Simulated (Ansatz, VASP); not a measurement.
**Two plane-wave programs on Si**

```xyz
2
Lattice="-2.4425 2.4425 1.2894 2.4425 -2.4425 1.2894 2.4425 2.4425 -1.2894" Properties=species:S:1:pos:R:3 pbc="T T T"
Si    2.4425    0.0000    0.6447
Si    0.0000    0.0000    1.2894
```

Change from the starting cell: strain +0.030 along x and y, -0.030 along z, atoms carried along.

Alike in both runs: task single point; functional LDA; k mesh 20 × 20 × 20; occupations gaussian, width 0.15 eV; no spin polarisation.

|  | VASP | Ansatz |
| --- | --- | --- |
| version | VASP 6.6.1 | Ansatz 0.2.0 |
| potentials or method | VASP PAW LDA potentials, release 64 (Si), cutoff 520 eV | scalar-relativistic, plane waves, PAW |
| valence electrons in the cell | 8 | 8 |

Ansatz gave:

| Property | Result |
| --- | --- |
| gap on the k mesh at the Fermi level (eV) | none |
| pressure (GPa) | -4.1 |
| traceless stress, the component that is largest in VASP (GPa) | 2.56 |

Question: Which values does VASP return?

Answer: gap on the k mesh at the Fermi level (eV): none; pressure (GPa): -4.1; traceless stress, the component that is largest in VASP (GPa): 2.59.

LDA's correlation is that of Perdew and Zunger in VASP and of Perdew and Wang (1992) in Ansatz. A gap of «none» marks a metal or a gap that the smearing closes.
